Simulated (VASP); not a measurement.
# InGa2N3 (Cmc2_1) in VASP: a series of runs

The runs below take InGa2N3 through single point, relaxation of cell and atoms, with PBEsol.

Everything below comes from runs of VASP 6.6.1. Logs are shortened: lines on timing, memory, paths and dates and some standing lists are left out, and cuts for length are marked.

## (1) The cell of the first run

Symmetry: Cmc2_1, No. 36, orthorhombic system. The conventional cell has a = 9.887 Å, b = 5.702 Å, c = 5.324 Å, α = 90.00°, β = 90.00°, γ = 90.00°. Within 2.8 Å of In (site symmetry m) lie 4 N at 2.15 to 2.16 Å. Ga (site symmetry 1) has 4 N at 1.94 to 1.95 Å within 2.6 Å. N (site symmetry 1) has 3 Ga at 1.94 to 1.95 Å and 1 In at 2.15 Å within 2.6 Å. Within 2.6 Å of N (site symmetry m) lie 2 Ga at 1.95 Å and 2 In at 2.15 to 2.16 Å.

## (2) Single point, PBEsol

Contents of INCAR:

```
SYSTEM = InGa2N3
PREC = Accurate
ENCUT = 600
EDIFF = 1E-6
ISMEAR = 0
SIGMA = 0.02
LREAL = .FALSE.
LASPH = .TRUE.
NELM = 120
ALGO = Normal
ISIF = 2
LWAVE = .FALSE.
LCHARG = .TRUE.
GGA = PS
LELF = .TRUE.
LVHAR = .TRUE.
NBANDS = 66
GGA_COMPAT = .FALSE.
```

Contents of KPOINTS:

```
Automatic mesh
0
G
  6 6 6
  0 0 0
```

Contents of POSCAR:

```
InGa2N3
1.0
    4.9434147413     -2.8512154823      0.0000000000
    4.9434147413      2.8512154823      0.0000000000
    0.0000000000      0.0000000000      5.3244509399
In Ga N
2 4 6
Direct
    0.3251726725      0.6748273275      0.9896733630
    0.6748273275      0.3251726725      0.4896733630
    0.0069782485      0.3339158013      0.9926534811
    0.6660841987      0.9930217515      0.9926534811
    0.9930217515      0.6660841987      0.4926534811
    0.3339158013      0.0069782485      0.4926534811
    0.0265943902      0.3336217374      0.3589330737
    0.6663782626      0.9734056098      0.3589330737
    0.9734056098      0.6663782626      0.8589330737
    0.3336217374      0.0265943902      0.8589330737
    0.3078313853      0.6921686147      0.3951545273
    0.6921686147      0.3078313853      0.8951545273
```

Potentials or basis: VASP PAW PBE potentials, release 64 (In_d, Ga_d, N).

Started as:

```console
cat potpaw_PBE.64/In_d/POTCAR potpaw_PBE.64/Ga_d/POTCAR potpaw_PBE.64/N/POTCAR > POTCAR
mpirun -np 1 vasp_std > vasp.out
```

OUTCAR:

```text
SYSTEM = InGa2N3
   PREC = Accurate
   ENCUT = 600
   EDIFF = 1E-6
   ISMEAR = 0
   LREAL = .FALSE.
   LASPH = .TRUE.
   NELM = 120
   ISIF = 2
   GGA = PS

 ion  position               nearest neighbor table
   1  0.325  0.675  0.990-   9 2.15  10 2.15  12 2.15  11 2.16   3 3.26   4 3.26   4 3.26   3 3.26
                             6 3.27   5 3.27   6 3.30   5 3.30   2 3.33   2 3.33   4 3.37   3 3.37
   2  0.675  0.325  0.490-   7 2.15   8 2.15  11 2.15  12 2.16   6 3.26   5 3.26   6 3.26   5 3.26
                             4 3.27   3 3.27   4 3.30   3 3.30   1 3.33   1 3.33   6 3.37   5 3.37
   3  0.007  0.334  0.993-   9 1.94  10 1.95  12 1.95   7 1.95   1 3.26   1 3.26   2 3.27   2 3.30
                             1 3.37
   4  0.666  0.993  0.993-  10 1.94   9 1.95  12 1.95   8 1.95   1 3.26   1 3.26   2 3.27   2 3.30
                             1 3.37
   5  0.993  0.666  0.493-   7 1.94   8 1.95  11 1.95   9 1.95   2 3.26   2 3.26   1 3.27   1 3.30
                             2 3.37
   6  0.334  0.007  0.493-   8 1.94   7 1.95  11 1.95  10 1.95   2 3.26   2 3.26   1 3.27   1 3.30
                             2 3.37
   7  0.027  0.334  0.359-   5 1.94   6 1.95   3 1.95   2 2.15
   8  0.666  0.973  0.359-   6 1.94   5 1.95   4 1.95   2 2.15
   9  0.973  0.666  0.859-   3 1.94   4 1.95   5 1.95   1 2.15
  10  0.334  0.027  0.859-   4 1.94   3 1.95   6 1.95   1 2.15
  11  0.308  0.692  0.395-   5 1.95   6 1.95   2 2.15   1 2.16
  12  0.692  0.308  0.895-   3 1.95   4 1.95   1 2.15   2 2.16

  LATTYP: Found a base centered orthorhombic cell.
 ALAT       =     5.7024309646
 B/A-ratio  =     1.7337920518
 C/A-ratio  =     0.9337159841

  Lattice vectors:

 A1 = (  -4.9434147413,  -2.8512154823,   0.0000000000)
 A2 = (   4.9434147413,  -2.8512154823,   0.0000000000)
 A3 = (   0.0000000000,   0.0000000000,   5.3244509399)

Analysis of symmetry for initial positions (statically):
=====================================================================
 Subroutine PRICEL returns:
 Original cell was already a primitive cell.

 Routine SETGRP: Setting up the symmetry group for a
 base centered orthorhombic supercell.

 Subroutine GETGRP returns: Found  4 space group operations
 (whereof  2 operations were pure point group operations)
 out of a pool of  8 trial point group operations.

The static configuration has the point symmetry C_1h.
 The point group associated with its full space group is C_2v.

Analysis of symmetry for dynamics (positions and initial velocities):
=====================================================================
 Subroutine PRICEL returns:
 Original cell was already a primitive cell.

 Routine SETGRP: Setting up the symmetry group for a
 base centered orthorhombic supercell.

[... 138 lines left out ...]
   EMIN   =  10.00;   EMAX   =-10.00  energy-range for DOS
   EFERMI =   0.00;   METHOD = LEGACY
   ISMEAR =     0;   SIGMA  =   0.02  broadening in eV -4-tet -1-fermi 0-gaus
   EFERMI_NEDOS =   21; number of points for ismear=-14 and -15
   IALGO  =     38    algorithm
   IMIX   =      4    mixing-type and parameters
     AMIX     =   0.40;   BMIX     =  1.00
     AMIX_MAG =   1.60;   BMIX_MAG =  1.00
  volume/ion in A,a.u.               =      12.51        84.41
  Fermi-wavevector in a.u.,A,eV,Ry     =   1.466995  2.772219 29.280768  2.152076
  Thomas-Fermi vector in A             =   2.582666
   LORBIT       =      0    0 simple, 1 ext, 2 COOP (PROOUT), +10 PAW based schemes
   GGA     = PS    functional components
   LHFCALC =     F    Hartree Fock is set to
   AEXX    =    0.0000 exact exchange contribution
   IVDW    =     0    specifies the selected vdW correction
   LEPSILON=     F    determine dielectric tensor
   LRPA    =     F    only Hartree local field effects (RPA)
 non-spin polarized calculation
 Gauss-broadening in eV      SIGMA  =   0.02
  energy-cutoff  :      600.00
  volume of cell :      150.09
 maximum number of plane-waves:      5049
 NGX is ok and might be reduce to    48
   NGX = 23   NGY = 23   NGZ = 21

 number of electron     108.0000007 magnetization

 Free energy of the ion-electron system (eV)
  ---------------------------------------------------
  ext. energy  EPLUGINS =         0.00000000
  ---------------------------------------------------
  free energy    TOTEN  =       -75.57124720 eV

  energy without entropy =      -75.57124720  energy(sigma->0) =      -75.57124720

 E-fermi :   5.9774     XC(G=0): -11.6498

 val. band max:        5.8736917354   @ k =   0.0000   0.0000   0.0000
 cond. band min:       6.9079833409   @ k =   0.0000   0.0000   0.0000
 fundamental gap:      1.0342916055
 Fermi energy:         5.9774331854

 k-point     1 :       0.0000    0.0000    0.0000
  band No.  band energies     occupation
      1      -9.7197      2.00000
      2      -9.1506      2.00000
      3      -9.0067      2.00000
      4      -8.9999      2.00000
      5      -8.9718      2.00000
      6      -8.9505      2.00000
[... 1645 lines left out ...]
     65      13.5642      0.00000
     66      14.0159      0.00000

 [... further k-points ...]
[... 5 lines left out ...]
  --------------------------------------------------------------------------------------
  -------------------------------------------------------------------------------------
  Total        0.7376969      0.7466685      0.7742502      0.0000000      0.0000000      0.0000000
  in kB        7.8745664      7.9703336      8.2647551      0.0000000      0.0000000      0.0000000
  external PRESSURE =       8.0365517 kB  Pullay stress =       0.0000000 kB

 VOLUME and BASIS-vectors are now :
 -----------------------------------------------------------------------------
  energy-cutoff  :      600.00
  volume of cell :      150.09
      direct lattice vectors                 reciprocal lattice vectors
     4.943414741 -2.851215482  0.000000000     0.101144659 -0.175363806  0.000000000
     4.943414741  2.851215482  0.000000000     0.101144659  0.175363806  0.000000000
     0.000000000  0.000000000  5.324450940     0.000000000  0.000000000  0.187812793

 POSITION                                       TOTAL-FORCE (eV/Angst)
 -----------------------------------------------------------------------------------
      4.94341      0.99694      5.26947         0.000000     -0.000867     -0.002817
      4.94341     -0.99694      2.60724         0.000000      0.000867     -0.002817
      1.68518      0.93217      5.28533        -0.000759      0.000292     -0.000871
      8.20165      0.93217      5.28533         0.000759      0.000292     -0.000871
      8.20165     -0.93217      2.62311         0.000759     -0.000292     -0.000871
      1.68518     -0.93217      2.62311        -0.000759     -0.000292     -0.000871
      1.78070      0.87540      1.91112         0.019802     -0.010523     -0.007369
      8.10613      0.87540      1.91112        -0.019802     -0.010523     -0.007369
      8.10613     -0.87540      4.57335        -0.019802      0.010523     -0.007369
      1.78070     -0.87540      4.57335         0.019802      0.010523     -0.007369
      4.94341      1.09583      2.10398         0.000000      0.024867      0.019296
      4.94341     -1.09583      4.76621         0.000000     -0.024867      0.019296
 -----------------------------------------------------------------------------------
    total drift:                                0.000000     -0.000000      0.000332

  FREE ENERGIE OF THE ION-ELECTRON SYSTEM (eV)
  ---------------------------------------------------
  free  energy   TOTEN  =       -75.5712472014 eV

  energy  without entropy=      -75.5712472014  energy(sigma->0) =      -75.57124720
```

stdout:

```text
POSCAR found type information on POSCAR InGaN
 POSCAR found :  3 types and      12 ions
 scaLAPACK will be used
 -----------------------------------------------------------------------------
|                                                                             |
|                                                                             |
|     You enforced a specific xc type in the INCAR file but a different       |
|     I HOPE YOU KNOW WHAT YOU ARE DOING!                                     |
|                                                                             |
 -----------------------------------------------------------------------------

 LDA part: xc-table for (Slater+PW92), standard interpolation
 POSCAR, INCAR and KPOINTS ok, starting setup
 FFT: planning ... GRIDC
 FFT: planning ... GRID_SOFT
 FFT: planning ... GRID
 WAVECAR not read
 entering main loop
```

Wall time 10 min (1 thread of Intel Xeon Platinum 8488C (Sapphire Rapids), shared host); peak memory 0.65 GiB.

Results:

```yaml
Free_energy: -75.5712 eV
Pressure: 0.8 GPa
Largest_force: 0.031 eV/Å
Band_gap_on_the_k_mesh: 1.03 eV
```

Forces on the atoms (eV/Å):
```
In   0.000 -0.001 -0.003
In   0.000  0.001 -0.003
Ga  -0.001  0.000 -0.001
Ga   0.001  0.000 -0.001
Ga   0.001  0.000 -0.001
Ga  -0.001  0.000 -0.001
N    0.020 -0.011 -0.007
N   -0.020 -0.011 -0.007
N   -0.020  0.011 -0.007
N    0.020  0.011 -0.007
N    0.000  0.025  0.019
N    0.000 -0.025  0.019
```

Levels at points of the mesh, in eV from the valence-band top:
```tsv
k point	band 51	band 52	band 53	band 54	band 55	band 56	band 57	band 58
(0.00, 0.00, 0.00)	-0.95	-0.05	0.00	0.00	1.03	3.56	5.05	5.09
(0.50, 0.00, 0.00)	-0.93	-0.86	-0.84	-0.79	3.74	4.00	4.93	5.18
(0.50, 0.50, 0.00)	-1.04	-0.84	-0.80	-0.68	3.62	4.31	4.45	5.12
(0.00, 0.00, 0.50)	-0.50	-0.50	-0.49	-0.49	3.41	3.41	5.79	5.79
(0.50, 0.00, 0.50)	-1.48	-1.48	-1.22	-1.22	3.91	3.91	4.83	4.83
(0.50, 0.50, 0.50)	-1.46	-1.46	-1.30	-1.30	4.02	4.02	4.78	4.78
```

Caveat: the PAW data sets were made with another functional, which shifts forces and pressure a little; spin-orbit coupling is left out, which moves the levels of the heavy elements.

## (3) Relaxation of cell and atoms, PBEsol, target pressure 25 GPa, at which the enthalpy is minimised

This run uses another cell than the first one, of 11.18 Å³/atom.

Contents of INCAR:

```
  PREC = Accurate
  ENCUT = 600
  EDIFF = 1E-7
  ISMEAR = 0
  SIGMA = 0.02
  LREAL = False
  LASPH = True
  NELM = 120
  ALGO = Normal
  ISIF = 3
  LWAVE = False
  LCHARG = False
  GGA = PS
  IBRION = 2
  NSW = 70
  EDIFFG = -0.008
  PSTRESS = 250.0
  GGA_COMPAT = False
  NELMIN = 4
  KPAR = 4
```

Contents of KPOINTS:

```
regular mesh
0
Gamma
  6 6 6
```

Contents of POSCAR:

```
InGa2N3
1.0
    4.7631322685     -2.7467792958      0.0000000000
    4.7631322685      2.7467792958      0.0000000000
    0.0000000000      0.0000000000      5.1263762443
In Ga N
2 4 6
Direct
    0.3246132836      0.6753867164      0.9893440218
    0.6753867164      0.3246132836      0.4893440218
    0.0068395373      0.3342001228      0.9926845484
    0.6657998772      0.9931604627      0.9926845484
    0.9931604627      0.6657998772      0.4926845484
    0.3342001228      0.0068395373      0.4926845484
    0.0272300123      0.3333807652      0.3587480112
    0.6666192348      0.9727699877      0.3587480112
    0.9727699877      0.6666192348      0.8587480112
    0.3333807652      0.0272300123      0.8587480112
    0.3079543818      0.6920456182      0.3957918586
    0.6920456182      0.3079543818      0.8957918586
```

Potentials or basis: VASP PAW PBE potentials, release 64 (In_d, Ga_d, N).

Started as:

```console
cat potpaw_PBE.64/In_d/POTCAR potpaw_PBE.64/Ga_d/POTCAR potpaw_PBE.64/N/POTCAR > POTCAR
mpirun -np 4 vasp_std > vasp.out
```

It took 9.4 min on 4 MPI ranks of Intel Xeon 6975P-C (Granite Rapids), shared host; peak memory 0.61 GiB.

It converged, with:

* Free energy: -74.4054 eV
* Relaxed volume: 11.21 Å³/atom
* Relaxed cell: a = 5.506 Å, b = 5.506 Å, c = 5.129 Å, α = 90.00°, β = 90.00°, γ = 59.93°
* Space group after relaxing (to 0.1 Å): Cmc2_1 (No. 36)
* Energy change on relaxing (the run minimises the enthalpy): -5.5 meV/atom
* Ionic steps: 10
* Pressure after relaxing: 25.0 GPa
* Largest force after relaxing: 0.007 eV/Å
* Band gap on the k mesh: 1.55 eV

Forces in eV/Å, atoms in the order of the input:
```
In   0.000 -0.002  0.002
In   0.000  0.002  0.002
Ga  -0.003  0.006  0.001
Ga   0.003  0.006  0.001
Ga   0.003 -0.006  0.001
Ga  -0.003 -0.006  0.001
N    0.000 -0.004 -0.003
N    0.000 -0.004 -0.003
N    0.000  0.004 -0.003
N    0.000  0.004 -0.003
N    0.000 -0.003  0.001
N    0.000  0.003  0.001
```

The path:
```tsv
step	energy change (eV)	largest force (eV/Å)	pressure (GPa)	volume (Å³)
1	0.0000	0.0931	25.81	134.14
2	-0.1698	0.0279	23.49	135.23
3	-0.0805	0.0508	24.83	134.64
4	-0.0659	0.0178	24.95	134.55
5	-0.0630	0.0173	24.99	134.53
6	-0.0604	0.0091	25.04	134.51
7	-0.0601	0.0097	25.04	134.51
8	-0.0670	0.0092	24.94	134.55
9	-0.0672	0.0090	24.94	134.55
10	-0.0661	0.0070	24.96	134.55
```

Final structure:
```cif
data_structure
_symmetry_space_group_name_H-M 'P 1'
_symmetry_Int_Tables_number 1
_cell_length_a 5.5057
_cell_length_b 5.5057
_cell_length_c 5.1288
_cell_angle_alpha 90.000
_cell_angle_beta 90.000
_cell_angle_gamma 59.931
_cell_volume 134.55
loop_
_atom_site_label
_atom_site_type_symbol
_atom_site_fract_x
_atom_site_fract_y
_atom_site_fract_z
_atom_site_occupancy
In1 In 0.32406 0.67594 0.98886 1
In2 In 0.67594 0.32406 0.48886 1
Ga1 Ga 0.00688 0.33442 0.99275 1
Ga2 Ga 0.66558 0.99312 0.99275 1
Ga3 Ga 0.99312 0.66558 0.49275 1
Ga4 Ga 0.33442 0.00688 0.49275 1
N1 N 0.02813 0.33324 0.35846 1
N2 N 0.66676 0.97187 0.35846 1
N3 N 0.97187 0.66676 0.85846 1
N4 N 0.33324 0.02813 0.85846 1
N5 N 0.30766 0.69234 0.39671 1
N6 N 0.69234 0.30766 0.89671 1
```

Levels at points of the mesh, in eV from the valence-band top:
```
           k point  band 50  band 51  band 52  band 53  band 54  band 55  band 56  band 57  band 58  band 59
(0.00, 0.00, 0.00)    -1.11    -1.09    -0.07     0.00     0.00     1.55     4.12     5.03     5.10     7.20
(0.50, 0.00, 0.00)    -1.26    -1.07    -1.00    -1.00    -0.92     4.18     4.45     5.30     5.71     6.07
(0.50, 0.50, 0.00)    -1.30    -1.22    -1.02    -0.91    -0.78     4.03     4.85     4.92     5.46     5.98
(0.00, 0.00, 0.50)    -1.20    -0.58    -0.58    -0.56    -0.56     3.91     3.91     6.34     6.34     6.68
(0.50, 0.00, 0.50)    -2.04    -1.71    -1.71    -1.38    -1.38     4.22     4.22     5.19     5.19     5.65
(0.50, 0.50, 0.50)    -2.04    -1.69    -1.69    -1.48    -1.48     4.33     4.33     5.24     5.24     5.50
```

Caveat: the cell is relaxed towards a set pressure, so the run minimises the enthalpy, not the energy; the PAW data sets were made with another functional, which shifts forces and pressure a little; spin-orbit coupling is left out, which moves the levels of the heavy elements.
